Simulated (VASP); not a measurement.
# Sc2As3Rh (R-3m) in VASP: single point with r2SCAN+rVV10

Aim: the single point of Sc2As3Rh with r2SCAN+rVV10.

Everything below comes from runs of VASP 6.6.1. Logs are shortened: lines on timing, memory, paths and dates and some standing lists are left out, and cuts for length are marked.

## (1) The cell of the first run

It takes space group R-3m (No. 166, trigonal). The conventional cell has a = 5.667 Å, b = 5.667 Å, c = 11.583 Å, α = 90.00°, β = 90.00°, γ = 120.00°. Within 3.7 Å of Sc (site symmetry 3m) lie 9 As at 2.81 to 3.25 Å and 4 Sc at 3.16 to 3.35 Å and 3 Rh at 3.29 Å. Within 3.3 Å of As (site symmetry 2/m) lie 2 Rh at 2.53 Å and 6 Sc at 2.81 to 3.25 Å and 4 As at 2.83 Å. Within 3.3 Å of Rh (site symmetry -3m) lie 6 As at 2.53 Å and 6 Sc at 3.29 Å.

## (2) Single point, r2SCAN+rVV10

POSCAR reads:

```
Sc2As3Rh
1.0
    2.8334604668      1.6358991632      3.8610458733
   -2.8334604668      1.6358991632      3.8610458733
    0.0000000000     -3.2717983265      3.8610458733
Sc As Rh
2 3 1
Direct
    0.3633918878      0.3633918878      0.3633918878
    0.6366081122      0.6366081122      0.6366081122
    0.0000000000      0.0000000000      0.5000000000
    0.0000000000      0.5000000000      0.0000000000
    0.5000000000      0.0000000000      0.0000000000
    0.0000000000      0.0000000000      0.0000000000
```

INCAR.step1 reads:

```
PREC     = Accurate       # precision mode
ENCUT    = 520            # plane-wave cutoff, eV
ISMEAR   = -1             # smearing method
SIGMA    = 0.03           # smearing width, eV
LREAL    = False          # projectors in reciprocal space
LASPH    = True           # aspherical terms in the spheres
NELM     = 100            # most SCF steps
NBANDS   = 35             # bands
GGA      = PE             # functional
ALGO     = Normal         # electronic algorithm
EDIFF    = 1E-4           # SCF threshold, eV
LWAVE    = True           # write WAVECAR
LCHARG   = False          # write CHGCAR
```

INCAR.step2 reads:

```
PREC     = Accurate       # precision mode
ENCUT    = 520            # plane-wave cutoff, eV
EDIFF    = 1E-6           # SCF threshold, eV
ISMEAR   = -1             # smearing method
SIGMA    = 0.03           # smearing width, eV
LREAL    = False          # projectors in reciprocal space
LASPH    = True           # aspherical terms in the spheres
NELM     = 100            # most SCF steps
ALGO     = Normal         # electronic algorithm
ISIF     = 2              # what is computed and relaxed
LWAVE    = False          # write WAVECAR
LCHARG   = False          # write CHGCAR
METAGGA  = R2SCAN         # meta-GGA
LMIXTAU  = True         
LUSE_VDW = True         
IVDW_NL  = 2            
BPARAM   = 11.95        
CPARAM   = 0.0093       
NBANDS   = 35             # bands
ISTART   = 1
```

KPOINTS reads:

```
Automatic mesh
0
Gamma
  6 6 6
```

Potentials or basis: VASP PAW PBE potentials, release 64 (Sc_sv, As, Rh_pv).

Started as:

```
$ cat potpaw_PBE.64/Sc_sv/POTCAR potpaw_PBE.64/As/POTCAR potpaw_PBE.64/Rh_pv/POTCAR > POTCAR
$ cp INCAR.step1 INCAR
$ mpirun -np 1 vasp_std > vasp.out
$ cp INCAR.step2 INCAR
$ mpirun -np 1 vasp_std > vasp.out
```

OUTCAR:

```text
PREC = Accurate
   ENCUT = 520
   EDIFF = 1E-6
   ISMEAR = -1
   LREAL = False
   LASPH = True
   NELM = 100
   ISIF = 2
   METAGGA = R2SCAN
   IVDW_NL = 2
   BPARAM = 11.95
   ISTART = 1

 ion  position               nearest neighbor table
   1  0.363  0.363  0.363-   3 2.81   4 2.81   5 2.81   2 3.16   6 3.29   6 3.29   6 3.29   2 3.35
                             2 3.35   2 3.35
   2  0.637  0.637  0.637-   3 2.81   4 2.81   5 2.81   1 3.16   6 3.29   6 3.29   6 3.29   1 3.35
                             1 3.35   1 3.35
   3  0.000  0.000  0.500-   6 2.53   6 2.53   1 2.81   2 2.81   5 2.83   4 2.83   4 2.83   5 2.83

   4  0.000  0.500  0.000-   6 2.53   6 2.53   1 2.81   2 2.81   3 2.83   3 2.83   5 2.83   5 2.83

   5  0.500  0.000  0.000-   6 2.53   6 2.53   1 2.81   2 2.81   3 2.83   3 2.83   4 2.83   4 2.83

   6  0.000  0.000  0.000-   4 2.53   5 2.53   4 2.53   5 2.53   3 2.53   3 2.53   1 3.29   2 3.29
                             1 3.29   2 3.29   1 3.29   2 3.29

  LATTYP: Found a trigonal (rhomboedric) cell.
 ALAT       =     5.0608635157
 COS(alpha) =     0.3730757622

  Lattice vectors:

 A1 = (   2.8334604668,   1.6358991632,   3.8610458733)
 A2 = (  -2.8334604668,   1.6358991632,   3.8610458733)
 A3 = (   0.0000000000,  -3.2717983265,   3.8610458733)

Analysis of symmetry for initial positions (statically):
=====================================================================
 Subroutine PRICEL returns:
 Original cell was already a primitive cell.

 Routine SETGRP: Setting up the symmetry group for a
 trigonal (rhombohedral) supercell.

 Subroutine GETGRP returns: Found 12 space group operations
 (whereof 12 operations were pure point group operations)
 out of a pool of 12 trial point group operations.

The static configuration has the point symmetry D_3d.

Analysis of symmetry for dynamics (positions and initial velocities):
=====================================================================
 Subroutine PRICEL returns:
 Original cell was already a primitive cell.

 Routine SETGRP: Setting up the symmetry group for a
 trigonal (rhombohedral) supercell.

 Subroutine GETGRP returns: Found 12 space group operations
 (whereof 12 operations were pure point group operations)
 out of a pool of 12 trial point group operations.

The dynamic configuration has the point symmetry D_3d.

 Subroutine INISYM returns: Found 12 space group operations
 (whereof 12 operations are pure point group operations),
 and found     1 'primitive' translations

----------------------------------------------------------------------------------------

                                     Primitive cell

  volume of cell :     107.3816

  direct lattice vectors                    reciprocal lattice vectors
     2.833460467  1.635899163  3.861045873     0.176462670  0.101880770  0.086332394
    -2.833460467  1.635899163  3.861045873    -0.176462670  0.101880770  0.086332394
     0.000000000 -3.271798326  3.861045873     0.000000000 -0.203761540  0.086332394

  length of vectors
     5.060863516  5.060863516  5.060863516     0.221296289  0.221296289  0.221296289

  position of ions in fractional coordinates (direct lattice)
     0.363391888  0.363391888  0.363391888
     0.636608112  0.636608112  0.636608112
     0.000000000  0.000000000  0.500000000
     0.000000000  0.500000000  0.000000000
     0.500000000  0.000000000  0.000000000
     0.000000000  0.000000000  0.000000000

  ion indices of the primitive-cell ions
   primitive index   ion index
                 1           1
                 2           2
                 3           3
                 4           4
                 5           5
                 6           6

----------------------------------------------------------------------------------------

 KPOINTS: Automatic mesh

Automatic generation of k-mesh.
 Grid dimensions read from file:
 generate k-points for:    6    6    6

 Generating k-lattice:

  Cartesian coordinates                     Fractional coordinates (reciprocal lattice)
     0.029410445  0.016980128  0.014388732     0.166666667  0.000000000  0.000000000
    -0.029410445  0.016980128  0.014388732     0.000000000  0.166666667  0.000000000
     0.000000000 -0.033960257  0.014388732     0.000000000  0.000000000  0.166666667

  Length of vectors
     0.036882715  0.036882715  0.036882715

  Shift w.r.t. Gamma in fractional coordinates (k-lattice)
     0.000000000  0.000000000  0.000000000

 Subroutine IBZKPT returns following result:
 ===========================================

 Found     32 irreducible k-points:

 Following reciprocal coordinates:
            Coordinates               Weight
  0.000000  0.000000  0.000000      1.000000
  0.166667 -0.000000 -0.000000      6.000000
  0.333333 -0.000000  0.000000      6.000000
  0.500000 -0.000000  0.000000      3.000000
  0.166667  0.166667 -0.000000      6.000000
  0.333333  0.166667  0.000000     12.000000
[... 16 lines left out ...]
  0.500000  0.500000  0.166667      6.000000
 -0.333333  0.500000  0.166667     12.000000
 [... further k-points ...]
   k-points           NKPTS =     32   k-points in BZ     NKDIM =     32   number of bands    NBANDS=     35
   number of dos      NEDOS =    301   number of ions     NIONS =      6
   total plane-waves  NPLWV =  64000
   dimension x,y,z NGX =    40 NGY =   40 NGZ =   40
   dimension x,y,z NGXF=    80 NGYF=   80 NGZF=   80
   ions per type =               2   3   1
   NGX,Y,Z   is equivalent  to a cutoff of  13.14, 13.14, 13.14 a.u.
   NGXF,Y,Z  is equivalent  to a cutoff of  26.28, 26.28, 26.28 a.u.
 SYSTEM =  unknown system
   PREC   = accura    normal or accurate (medium, high low for compatibility)
   ISTART =      1    job   : 0-new  1-cont  2-samecut
   ICHARG =      0    charge: 1-file 2-atom 10-const
   ISPIN  =      1    spin polarized calculation?
   LNONCOLLINEAR =      F non collinear calculations
   LSORBIT =      F    spin-orbit coupling
   LASPH  =      T    aspherical Exc in radial PAW
   ENCUT  =  520.0 eV  38.22 Ry    6.18 a.u.   9.41  9.41  9.41*2*pi/ulx,y,z
   NELM   =    100;   NELMIN=  2; NELMDL=  0     # of ELM steps
   EDIFF  = 0.1E-05   stopping-criterion for ELM
   LREAL  =      F    real-space projection
   EDIFFG = 0.1E-04   stopping-criterion for IOM
   NSW    =      0    number of steps for IOM
   IBRION =     -1    ionic relax: 0-MD 1-quasi-New 2-CG
   NFREE  =      0    steps in history (QN), initial steepest desc. (CG)
   ISIF   =      2    stress and relaxation
   ISYM   =      2    0-nonsym 1-usesym 2-fastsym
   POTIM  = 0.5000    time-step for ionic-motion
   TEBEG  =    0.0;   TEEND  =   0.0 temperature during run
   PSTRESS=    0.0 pullay stress
   NELECT =      52.0000    total number of electrons
   NUPDOWN=      -1.0000    fix difference up-down
   EMIN   =  10.00;   EMAX   =-10.00  energy-range for DOS
   EFERMI =   0.00;   METHOD = LEGACY
   ISMEAR =    -1;   SIGMA  =   0.03  broadening in eV -4-tet -1-fermi 0-gaus
   EFERMI_NEDOS =   21; number of points for ismear=-14 and -15
   IALGO  =     38    algorithm
   IMIX   =      4    mixing-type and parameters
     AMIX     =   0.40;   BMIX     =  1.00
     AMIX_MAG =   1.60;   BMIX_MAG =  1.00
  volume/ion in A,a.u.               =      17.90       120.77
  Fermi-wavevector in a.u.,A,eV,Ry     =   1.285581  2.429395 22.486587  1.652717
  Thomas-Fermi vector in A             =   2.417706
   LORBIT       =      0    0 simple, 1 ext, 2 COOP (PROOUT), +10 PAW based schemes
   METAGGA = R2SCAN    functional components
   LHFCALC =     F    Hartree Fock is set to
   AEXX    =    0.0000 exact exchange contribution
   IVDW_NL    =     2    kernel type
   BPARAM     =11.9500
   IVDW    =     0    specifies the selected vdW correction
   LEPSILON=     F    determine dielectric tensor
   LRPA    =     F    only Hartree local field effects (RPA)
 non-spin polarized calculation
  energy-cutoff  :      520.00
  volume of cell :      107.38
 maximum number of plane-waves:      2925
 NGX is ok and might be reduce to    40
   NGX = 19   NGY = 19   NGZ = 19

 number of electron      52.0000005 magnetization

 Free energy of the ion-electron system (eV)
  ---------------------------------------------------
  ext. energy  EPLUGINS =         0.00000000
  ---------------------------------------------------
  free energy    TOTEN  =       -93.16928123 eV

  energy without entropy =      -93.15624964  energy(sigma->0) =      -93.16276543

 E-fermi :   7.5513     XC(G=0): -11.9582

 val. band max:        7.5211996999   @ k =   0.5000   0.3333  -0.0000
 cond. band min:       7.5586258596   @ k =  -0.3333   0.5000   0.1667
 fundamental gap:      0.0374261596
 Fermi energy:         7.5512742617

 k-point     1 :       0.0000    0.0000    0.0000
  band No.  band energies     occupation
      1     -44.7720      2.00000
      2     -44.7345      2.00000
      3     -40.4925      2.00000
      4     -40.2722      2.00000
      5     -40.2722      2.00000
      6     -22.5208      2.00000
[... 27 lines left out ...]
     34      10.3738      0.00000
     35      10.9359      0.00000

 k-point     2 :       0.1667   -0.0000   -0.0000
  band No.  band energies     occupation
      1     -44.7704      2.00000
      2     -44.7360      2.00000
      3     -40.4924      2.00000
      4     -40.2722      2.00000
      5     -40.2721      2.00000
      6     -22.5233      2.00000
[... 27 lines left out ...]
     34      10.4996      0.00000
     35      10.6154      0.00000

 k-point     3 :       0.3333   -0.0000    0.0000
  band No.  band energies     occupation
      1     -44.7668      2.00000
      2     -44.7396      2.00000
      3     -40.4922      2.00000
      4     -40.2722      2.00000
      5     -40.2719      2.00000
      6     -22.5279      2.00000
[... 27 lines left out ...]
     34      10.0176      0.00000
     35      10.5814      0.00000
[... 723 lines left out ...]
 k-point    23 :       0.5000    0.5000    0.1667
  band No.  band energies     occupation
      1     -44.7569      2.00000
      2     -44.7493      2.00000
      3     -40.4915      2.00000
      4     -40.2718      2.00000
      5     -40.2717      2.00000
      6     -22.5471      2.00000
[... 27 lines left out ...]
     34      10.2295      0.00000
     35      10.2388      0.00000

 k-point    24 :      -0.3333    0.5000    0.1667
  band No.  band energies     occupation
      1     -44.7570      2.00000
      2     -44.7493      2.00000
      3     -40.4916      2.00000
      4     -40.2718      2.00000
      5     -40.2717      2.00000
      6     -22.5486      2.00000
[... 27 lines left out ...]
     34      10.0068      0.00000
     35      10.3211      0.00000

 [... further k-points ...]
[... 5 lines left out ...]
  --------------------------------------------------------------------------------------
  -------------------------------------------------------------------------------------
  Total        0.3621147      0.3621147      0.5052342      0.0000000     -0.0000000      0.0000000
  in kB        5.4028988      5.4028988      7.5383000      0.0000000     -0.0000000      0.0000000
  external PRESSURE =       6.1146992 kB  Pullay stress =       0.0000000 kB

 VOLUME and BASIS-vectors are now :
 -----------------------------------------------------------------------------
  energy-cutoff  :      520.00
  volume of cell :      107.38
      direct lattice vectors                 reciprocal lattice vectors
     2.833460467  1.635899163  3.861045873     0.176462670  0.101880770  0.086332394
    -2.833460467  1.635899163  3.861045873    -0.176462670  0.101880770  0.086332394
     0.000000000 -3.271798326  3.861045873     0.000000000 -0.203761540  0.086332394

 POSITION                                       TOTAL-FORCE (eV/Angst)
 -----------------------------------------------------------------------------------
      0.00000     -0.00000      4.20922         0.000000     -0.000000      0.030472
      0.00000     -0.00000      7.37392         0.000000      0.000000     -0.030472
      0.00000     -1.63590      1.93052         0.000000      0.000000      0.000000
     -1.41673      0.81795      1.93052        -0.000000      0.000000      0.000000
      1.41673      0.81795      1.93052        -0.000000      0.000000      0.000000
      0.00000      0.00000      0.00000         0.000000      0.000000     -0.000000
 -----------------------------------------------------------------------------------
    total drift:                               -0.000000     -0.000000      0.000000

  FREE ENERGIE OF THE ION-ELECTRON SYSTEM (eV)
  ---------------------------------------------------
  free  energy   TOTEN  =       -93.1692812298 eV

  energy  without entropy=      -93.1562496399  energy(sigma->0) =      -93.16276543
```

Run time: 14 min. Hardware: 1 thread of AMD EPYC 7R13, shared host; peak memory 0.53 GiB.

What came out:

```
Free energy            : -93.1693 eV
Pressure               : 0.6 GPa
Largest force          : 0.030 eV/Å
Band gap on the k mesh : zero (bands 26 and 27 overlap by 0.55 eV)
```

Forces in eV/Å, atoms in the order of the input:
```
Sc   0.000  0.000  0.030
Sc   0.000  0.000 -0.030
As   0.000  0.000  0.000
As   0.000  0.000  0.000
As   0.000  0.000  0.000
Rh   0.000  0.000  0.000
```

Caveat: the PAW data sets were made with another functional, which shifts forces and pressure a little.
